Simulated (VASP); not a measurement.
A run of VASP 6.6.1 is set up as follows.

INCAR

```
PREC = Accurate ; ENCUT = 520
EDIFF = 1E-7 ; ISMEAR = 0
SIGMA = 0.1 ; LREAL = False
LASPH = True ; NELM = 80
ALGO = Fast ; ISIF = 2
LWAVE = False ; LCHARG = False
GGA = PE ; NBANDS = 33
```

File KPOINTS:

```
Automatic mesh
0
Gamma
  6 6 4
```

File POSCAR:

```
Si2W3
1.0
    4.7289744051     -0.0000000029      0.0000000000
   -2.3644872000      4.0954119701      0.0000000000
    0.0000000000      0.0000000000      4.9276330123
Si W
2 3
Direct
    0.3333333333      0.6666666667      0.5000000000
    0.6666666667      0.3333333333      0.5000000000
    0.3333333333      0.6666666667      0.0000000000
    0.6666666667      0.3333333333      0.0000000000
    0.0000000000      0.0000000000      0.0000000000
```

Potentials or basis: VASP PAW PBE potentials, release 64 (Si, W_sv).

Launch:

```bash
$ cat potpaw_PBE.64/Si/POTCAR potpaw_PBE.64/W_sv/POTCAR > POTCAR
$ mpirun -np 1 vasp_std > vasp.out
```

Problem. Predict the band gap on the k mesh.

Solution. Zero (bands 25 and 26 overlap by 1.76 eV).

Problem. Predict the pressure.

Solution. 0.3 GPa.

Stress tensor (GPa, compression positive):
```
 0.52  0.00  0.00
 0.00  0.52  0.00
 0.00  0.00 -0.18
```

Caveat: spin-orbit coupling is left out, which moves the levels of the heavy elements.
